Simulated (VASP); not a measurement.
A run of VASP 6.6.1 is set up as follows.

File POSCAR:

```
KF
1.0
    0.0000000000      2.7269700000      2.6735000000
    2.7269700000      0.0000000000      2.6735000000
    2.7269700000      2.7269700000      0.0000000000
K F
1 1
Direct
    0.0000000000      0.0000000000      0.0000000000
    0.5000000000      0.5000000000      0.5000000000
```

The input INCAR.step1:

```
PREC = Accurate
ENCUT = 520
ISMEAR = 0
SIGMA = 0.05
LREAL = F
LASPH = T
NELM = 100
NBANDS = 15
GGA = PE
ALGO = Normal
EDIFF = 1E-4
LWAVE = T
LCHARG = F
```

INCAR.step2

```
PREC = Accurate
ENCUT = 520
EDIFF = 1E-6
ISMEAR = 0
SIGMA = 0.05
LREAL = F
LASPH = T
NELM = 100
ALGO = Normal
ISIF = 2
LWAVE = F
LCHARG = T
METAGGA = R2SCAN
LMIXTAU = T
LELF = T
LVHAR = T
NBANDS = 15
ISTART = 1
```

File KPOINTS:

```
regular mesh
0
Gamma
  8 8 8
```

Potentials or basis: VASP PAW PBE potentials, release 64 (K_sv, F).

Run with:

```bash
$ cat potpaw_PBE.64/K_sv/POTCAR potpaw_PBE.64/F/POTCAR > POTCAR
$ cp INCAR.step1 INCAR
$ mpirun -np 1 vasp_std > vasp.out
$ cp INCAR.step2 INCAR
$ mpirun -np 1 vasp_std > vasp.out
```

(1) What does it give for the band gap on the k mesh?

(2) Estimate the pressure.

Answers

(1) 6.59 eV.

(2) -1.7 GPa.

Caveat: the cell differs from its parent crystal (strain +0.0200 x Voigt [1, 1, 0, 0, 0, 0]); the PAW data sets were made with another functional, which shifts forces and pressure a little.
